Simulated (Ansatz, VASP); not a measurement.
Yb in VASP and in Ansatz

```
Yb
1.0
     0.00000    2.59375    2.59375
     2.59375    0.00000    2.59375
     2.59375    2.59375    0.00000
Yb
1
Direct
  0.00000 0.00000 0.00000
```

Change from the starting cell: volume scaled by 0.98.

Alike in both runs: task single point; functional PBE; k mesh 13 × 13 × 13; occupations fermi-dirac, width 0.05 eV; no spin polarisation.

|  | VASP | Ansatz |
| --- | --- | --- |
| version | VASP 6.6.1 | Ansatz 0.2.0 |
| potentials or method | VASP PAW PBE potentials, release 64 (Yb), cutoff 520 eV | all-electron LAPW, scalar-relativistic |

```csv
,VASP,Ansatz,Ansatz less VASP
pressure (GPa),0.4,0.4,-0.02
```

Ansatz ran all-electron here, and VASP with PAW potentials.

Neither program's run includes spin-orbit coupling.
